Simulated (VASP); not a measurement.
# BeZn2O3 (C2/m) in VASP: single point with PBE

Aim: the single point of BeZn2O3 with PBE.

Everything below comes from runs of VASP 6.6.1. Logs are shortened: lines on timing, memory, paths and dates and some standing lists are left out, and cuts for length are marked.

## (1) The cell of the first run

It takes space group C2/m (No. 12, monoclinic). The conventional cell has a = 9.236 Å, b = 4.244 Å, c = 3.038 Å, α = 90.00°, β = 97.80°, γ = 90.00°. Be (site symmetry 2/m) has 4 O at 1.62 to 2.12 Å within 2.2 Å. Zn (site symmetry m) has 5 O at 1.96 to 2.18 Å within 2.6 Å. O (site symmetry m) has 1 Be at 1.62 Å and 3 Zn at 1.96 to 2.18 Å within 2.2 Å. Within 2.7 Å of O (site symmetry 2/m) lie 4 Zn at 2.05 to 2.07 Å and 2 Be at 2.12 Å and 4 O at 2.67 Å.

## (2) Single point, PBE

File INCAR:

```
PREC = Accurate
ENCUT = 600
EDIFF = 1E-6
ISMEAR = 0
SIGMA = 0.15
LREAL = False
LASPH = True
NELM = 120
ALGO = Normal
ISIF = 2
LWAVE = False
LCHARG = False
GGA = PE
NBANDS = 31
GGA_COMPAT = False
```

File KPOINTS:

```
regular mesh
0
Gamma
  3 3 4
```

File POSCAR:

```
BeZn2O3
1.0
    4.6158644005     -2.1218339738      0.1453001380
    4.6158644005      2.1218339738      0.1453001380
   -0.5069728814      0.0000000000      2.9956841614
Be Zn O
1 2 3
Direct
    0.0000000000      0.0000000000      0.0000000000
    0.3485279705      0.3485279705      0.4331673104
    0.6514720295      0.6514720295      0.5668326896
    0.1351864669      0.1351864669      0.4014386037
    0.5000000000      0.5000000000      0.0000000000
    0.8648135331      0.8648135331      0.5985613963
```

Potentials or basis: VASP PAW PBE potentials, release 64 (Be, Zn, O).

On the command line:

```bash
cat potpaw_PBE.64/Be/POTCAR potpaw_PBE.64/Zn/POTCAR potpaw_PBE.64/O/POTCAR > POTCAR
mpirun -np 1 vasp_std > vasp.out
```

OUTCAR:

```text
PREC = Accurate
   ENCUT = 600
   EDIFF = 1E-6
   ISMEAR = 0
   LREAL = False
   LASPH = True
   NELM = 120
   ISIF = 2
   GGA = PE

 ion  position               nearest neighbor table
   1  0.000  0.000  0.000-   4 1.62   6 1.62   5 2.12   5 2.12
   2  0.349  0.349  0.433-   4 1.96   5 2.05   5 2.07   6 2.18   6 2.18   3 2.77   3 2.86   3 2.86

   3  0.651  0.651  0.567-   6 1.96   5 2.05   5 2.07   4 2.18   4 2.18   2 2.77   2 2.86   2 2.86

   4  0.135  0.135  0.401-   1 1.62   2 1.96   3 2.18   3 2.18
   5  0.500  0.500  0.000-   2 2.05   3 2.05   3 2.07   2 2.07   1 2.12   1 2.12
   6  0.865  0.865  0.599-   1 1.62   3 1.96   2 2.18   2 2.18

  LATTYP: Found a base centered monoclinic cell.
 ALAT       =     9.2363014879
 B/A-ratio  =     0.4594553299
 C/A-ratio  =     0.3289498465
 COS(beta)  =    -0.1357574564

  Lattice vectors:

 A1 = (   4.6158644005,  -2.1218339738,   0.1453001380)
 A2 = (   4.6158644005,   2.1218339738,   0.1453001380)
 A3 = (  -0.5069728814,   0.0000000000,   2.9956841614)

Analysis of symmetry for initial positions (statically):
=====================================================================
 Subroutine PRICEL returns:
 Original cell was already a primitive cell.

 Routine SETGRP: Setting up the symmetry group for a
 base centered monoclinic supercell.

 Subroutine GETGRP returns: Found  4 space group operations
 (whereof  4 operations were pure point group operations)
 out of a pool of  4 trial point group operations.

The static configuration has the point symmetry C_2h.

Analysis of symmetry for dynamics (positions and initial velocities):
=====================================================================
 Subroutine PRICEL returns:
 Original cell was already a primitive cell.

 Routine SETGRP: Setting up the symmetry group for a
 base centered monoclinic supercell.

 Subroutine GETGRP returns: Found  4 space group operations
 (whereof  4 operations were pure point group operations)
 out of a pool of  4 trial point group operations.

The dynamic configuration has the point symmetry C_2h.

 Subroutine INISYM returns: Found  4 space group operations
 (whereof  4 operations are pure point group operations),
 and found     1 'primitive' translations

----------------------------------------------------------------------------------------

                                     Primitive cell

  volume of cell :      58.9927

  direct lattice vectors                    reciprocal lattice vectors
     4.615864400 -2.121833974  0.145300138     0.107748074 -0.235645204  0.018234683
     4.615864400  2.121833974  0.145300138     0.107748074  0.235645204  0.018234683
    -0.506972881  0.000000000  2.995684161    -0.010452243  0.000000000  0.332044682

  length of vectors
     5.082272691  5.082272691  3.038279957     0.259751445  0.259751445  0.332209152

  position of ions in fractional coordinates (direct lattice)
     0.000000000  0.000000000  0.000000000
     0.348527971  0.348527971  0.433167310
     0.651472029  0.651472029  0.566832690
     0.135186467  0.135186467  0.401438604
     0.500000000  0.500000000  0.000000000
     0.864813533  0.864813533  0.598561396

  ion indices of the primitive-cell ions
   primitive index   ion index
                 1           1
                 2           2
                 3           3
                 4           4
                 5           5
                 6           6

----------------------------------------------------------------------------------------

 KPOINTS: regular mesh

Automatic generation of k-mesh.
 Grid dimensions read from file:
 generate k-points for:    3    3    4

 Generating k-lattice:

  Cartesian coordinates                     Fractional coordinates (reciprocal lattice)
     0.035916025 -0.078548401  0.006078228     0.333333333 -0.000000000  0.000000000
     0.035916025  0.078548401  0.006078228    -0.000000000  0.333333333  0.000000000
    -0.002613061  0.000000000  0.083011171     0.000000000  0.000000000  0.250000000

  Length of vectors
     0.086583815  0.086583815  0.083052288

  Shift w.r.t. Gamma in fractional coordinates (k-lattice)
     0.000000000  0.000000000  0.000000000

 Subroutine IBZKPT returns following result:
 ===========================================

 Found     14 irreducible k-points:

 Following reciprocal coordinates:
            Coordinates               Weight
  0.000000  0.000000  0.000000      1.000000
  0.333333 -0.000000 -0.000000      4.000000
  0.333333  0.333333  0.000000      2.000000
 -0.333333  0.333333  0.000000      2.000000
 -0.000000 -0.000000  0.250000      2.000000
  0.333333 -0.000000  0.250000      4.000000
 -0.333333 -0.000000  0.250000      4.000000
  0.333333  0.333333  0.250000      2.000000
 -0.333333  0.333333  0.250000      4.000000
 -0.333333 -0.333333  0.250000      2.000000
 -0.000000 -0.000000  0.500000      1.000000
  0.333333 -0.000000  0.500000      4.000000
  0.333333  0.333333  0.500000      2.000000
 -0.333333  0.333333  0.500000      2.000000
   k-points           NKPTS =     14   k-points in BZ     NKDIM =     14   number of bands    NBANDS=     31
   number of dos      NEDOS =    301   number of ions     NIONS =      6
   total plane-waves  NPLWV =  42336
   dimension x,y,z NGX =    42 NGY =   42 NGZ =   24
   dimension x,y,z NGXF=    84 NGYF=   84 NGZF=   48
   ions per type =               1   2   3
   NGX,Y,Z   is equivalent  to a cutoff of  13.74, 13.74, 13.13 a.u.
   NGXF,Y,Z  is equivalent  to a cutoff of  27.48, 27.48, 26.26 a.u.
 SYSTEM =  unknown system
   PREC   = accura    normal or accurate (medium, high low for compatibility)
   ISTART =      0    job   : 0-new  1-cont  2-samecut
   ICHARG =      2    charge: 1-file 2-atom 10-const
   ISPIN  =      1    spin polarized calculation?
   LNONCOLLINEAR =      F non collinear calculations
   LSORBIT =      F    spin-orbit coupling
   LASPH  =      T    aspherical Exc in radial PAW
   ENCUT  =  600.0 eV  44.10 Ry    6.64 a.u.  10.15 10.15  6.07*2*pi/ulx,y,z
   NELM   =    120;   NELMIN=  2; NELMDL= -5     # of ELM steps
   EDIFF  = 0.1E-05   stopping-criterion for ELM
   LREAL  =      F    real-space projection
   EDIFFG = 0.1E-04   stopping-criterion for IOM
   NSW    =      0    number of steps for IOM
   IBRION =     -1    ionic relax: 0-MD 1-quasi-New 2-CG
   NFREE  =      0    steps in history (QN), initial steepest desc. (CG)
   ISIF   =      2    stress and relaxation
   ISYM   =      2    0-nonsym 1-usesym 2-fastsym
   POTIM  = 0.5000    time-step for ionic-motion
   TEBEG  =    0.0;   TEEND  =   0.0 temperature during run
   PSTRESS=    0.0 pullay stress
   NELECT =      44.0000    total number of electrons
   NUPDOWN=      -1.0000    fix difference up-down
   EMIN   =  10.00;   EMAX   =-10.00  energy-range for DOS
   EFERMI =   0.00;   METHOD = LEGACY
   ISMEAR =     0;   SIGMA  =   0.15  broadening in eV -4-tet -1-fermi 0-gaus
   EFERMI_NEDOS =   21; number of points for ismear=-14 and -15
   IALGO  =     38    algorithm
   IMIX   =      4    mixing-type and parameters
     AMIX     =   0.40;   BMIX     =  1.00
     AMIX_MAG =   1.60;   BMIX_MAG =  1.00
  volume/ion in A,a.u.               =       9.83        66.35
  Fermi-wavevector in a.u.,A,eV,Ry     =   1.484658  2.805597 29.990089  2.204209
  Thomas-Fermi vector in A             =   2.598167
   LORBIT       =      0    0 simple, 1 ext, 2 COOP (PROOUT), +10 PAW based schemes
   GGA     = PE    functional components
   LHFCALC =     F    Hartree Fock is set to
   AEXX    =    0.0000 exact exchange contribution
   IVDW    =     0    specifies the selected vdW correction
   LEPSILON=     F    determine dielectric tensor
   LRPA    =     F    only Hartree local field effects (RPA)
 non-spin polarized calculation
 Gauss-broadening in eV      SIGMA  =   0.15
  energy-cutoff  :      600.00
  volume of cell :       58.99
 maximum number of plane-waves:      1988
 NGX is ok and might be reduce to    42
   NGX = 21   NGY = 21   NGZ = 13

 number of electron      44.0000005 magnetization

 Free energy of the ion-electron system (eV)
  ---------------------------------------------------
  ext. energy  EPLUGINS =         0.00000000
  ---------------------------------------------------
  free energy    TOTEN  =       -29.74074277 eV

  energy without entropy =      -29.74074277  energy(sigma->0) =      -29.74074277

 E-fermi :   3.0422     XC(G=0): -11.3805

 val. band max:        2.4030977302   @ k =  -0.3333   0.3333   0.0000
 cond. band min:       3.8183786600   @ k =   0.0000   0.0000   0.0000
 fundamental gap:      1.4152809298
 Fermi energy:         3.0421534042

 k-point     1 :       0.0000    0.0000    0.0000
  band No.  band energies     occupation
      1     -16.0633      2.00000
      2     -14.5207      2.00000
      3     -14.3708      2.00000
      4      -3.7333      2.00000
      5      -3.5878      2.00000
      6      -3.3247      2.00000
[... 23 lines left out ...]
     30      15.9612      0.00000
     31      16.8328      0.00000

 k-point     2 :       0.3333   -0.0000   -0.0000
  band No.  band energies     occupation
      1     -15.6294      2.00000
      2     -14.7410      2.00000
      3     -14.6149      2.00000
      4      -4.2007      2.00000
      5      -3.8018      2.00000
      6      -3.3443      2.00000
[... 23 lines left out ...]
     30      15.3584      0.00000
     31      16.3820      0.00000

 k-point     3 :       0.3333    0.3333    0.0000
  band No.  band energies     occupation
      1     -15.8298      2.00000
      2     -14.8558      2.00000
      3     -14.3387      2.00000
      4      -3.7403      2.00000
      5      -3.4805      2.00000
      6      -3.4126      2.00000
[... 363 lines left out ...]
     30      13.2770      0.00000
     31      15.9789      0.00000

 k-point    14 :      -0.3333    0.3333    0.5000
  band No.  band energies     occupation
      1     -14.9205      2.00000
      2     -14.6914      2.00000
      3     -14.3375      2.00000
      4      -4.5553      2.00000
      5      -3.7457      2.00000
      6      -3.3585      2.00000
[... 23 lines left out ...]
     30      14.3684      0.00000
     31      14.4396      0.00000

------------------------ aborting loop because EDIFF is reached ----------------------------------------

  FORCE on cell =-STRESS in cart. coord.  units (eV):
  Direction    XX          YY          ZZ          XY          YZ          ZX
  --------------------------------------------------------------------------------------
  -------------------------------------------------------------------------------------
  Total        0.3533357      0.1103468      0.0273658      0.0000000      0.0000000      0.0561222
  in kB        9.5962210      2.9969020      0.7432251      0.0000000      0.0000000      1.5242182
  external PRESSURE =       4.4454494 kB  Pullay stress =       0.0000000 kB

 VOLUME and BASIS-vectors are now :
 -----------------------------------------------------------------------------
  energy-cutoff  :      600.00
  volume of cell :       58.99
      direct lattice vectors                 reciprocal lattice vectors
     4.615864400 -2.121833974  0.145300138     0.107748074 -0.235645204  0.018234683
     4.615864400  2.121833974  0.145300138     0.107748074  0.235645204  0.018234683
    -0.506972881  0.000000000  2.995684161    -0.010452243  0.000000000  0.332044682

 POSITION                                       TOTAL-FORCE (eV/Angst)
 -----------------------------------------------------------------------------------
      0.00000      0.00000      0.00000        -0.000000      0.000000      0.000000
      2.99791      0.00000      1.39891        -0.002247      0.000000     -0.016469
      5.72684      0.00000      1.88737         0.002247      0.000000      0.016469
      1.04449      0.00000      1.24187        -0.075410      0.000000     -0.023385
      4.61586      0.00000      0.14530        -0.000000      0.000000      0.000000
      7.68027      0.00000      2.04442         0.075410      0.000000      0.023385
 -----------------------------------------------------------------------------------
    total drift:                                0.000000      0.000000      0.000000

  FREE ENERGIE OF THE ION-ELECTRON SYSTEM (eV)
  ---------------------------------------------------
  free  energy   TOTEN  =       -29.7407427679 eV

  energy  without entropy=      -29.7407427679  energy(sigma->0) =      -29.74074277
```

Run time: 40 s. Hardware: 1 thread of AMD EPYC 7R43 (Zen 3), shared host; peak memory 0.16 GiB.

What came out:

- Free energy: -29.7407 eV
- Pressure: 0.4 GPa
- Largest force: 0.079 eV/Å
- Band gap on the k mesh: 1.42 eV, indirect (least direct gap 1.82 eV)

Forces in eV/Å, atoms in the order of the input:
```
Be   0.000  0.000  0.000
Zn  -0.002  0.000 -0.016
Zn   0.002  0.000  0.016
O   -0.075  0.000 -0.023
O    0.000  0.000  0.000
O    0.075  0.000  0.023
```

Stress tensor (GPa, compression positive):
```
0.96 0.00 0.15
0.00 0.30 0.00
0.15 0.00 0.07
```

Caveat: the k points lie up to 0.54 Å⁻¹ apart. A k mesh can miss the band edges.
